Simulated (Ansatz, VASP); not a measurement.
One calculation of BaS, two programs

INCAR

```
SYSTEM = BaS
PREC = Accurate ; ENCUT = 520
EDIFF = 1E-8 ; ISMEAR = -1
SIGMA = 0.01 ; LREAL = .FALSE.
LASPH = .TRUE. ; NELM = 100
ALGO = Normal ; ISIF = 2
LWAVE = .FALSE. ; LCHARG = .FALSE.
LEFG = .TRUE. ; NBANDS = 15
```

KPOINTS

```
Automatic mesh
0
G
  7 7 7
  0 0 0
```

POSCAR

```
BaS
1.0
    0.0000000000      3.1618125000      3.1937500000
    3.1618125000      0.0000000000      3.1937500000
    3.1618125000      3.1618125000      0.0000000000
Ba S
1 1
Direct
    0.0000000000      0.0000000000      0.0000000000
    0.5000000000      0.5000000000      0.5000000000
```

Input for Ansatz:

```yaml
crystal:
  lattice:
    - [0.0, 3.1618125, 3.19375]
    - [3.1618125, 0.0, 3.19375]
    - [3.1618125, 3.1618125, 0.0]
  atoms:
    - { symbol: Ba, position: [0.0, 0.0, 0.0] }
    - { symbol: S, position: [0.5, 0.5, 0.5] }
kpoints:
  mp_grid: { grid: [7, 7, 7] }
scf:
  occupations: { method: fermi_dirac, width: 0.01 }
hamiltonian:
  xc: lda
  pseudopotentials: { kind: paw }
output:
  forces: true
  stress: true
  eigenvalues: true
  efg: { contact_densities: true }
```

Change from the starting cell: equal xx and yy strain of -1 %, PAW files.

Alike in both runs: task electric field gradients; functional LDA; k mesh 7 × 7 × 7; occupations fermi-dirac, width 0.01 eV; no spin polarisation.

|  | VASP | Ansatz |
| --- | --- | --- |
| version | VASP 6.6.1 | Ansatz 0.2.0 |
| potentials or method | VASP PAW LDA potentials, release 64 (Ba_sv, S) | PAW with Ansatz's default frozen-core files, scalar-relativistic |
| plane-wave cutoff (eV) | 520 | 420 |
| valence electrons in the cell | 16 | 16 |

|  | VASP | Ansatz | Ansatz less VASP |
| --- | --- | --- | --- |
| gap on the k mesh at the Fermi level (eV) | 1.91 | 2.02 | +0.108 |
| pressure (GPa) | -0.9 | -1.6 | -0.68 |
| traceless stress, the component that is largest in VASP (GPa) | -0.59 | -0.53 | +0.057 |
| size of Vzz on the site where it differs most (V/Å²) | 14.1 | 13.1 | -0.97 |

LDA's correlation is that of Perdew and Zunger in VASP and of Perdew and Wang (1992) in Ansatz.

Spin-orbit coupling is off throughout.
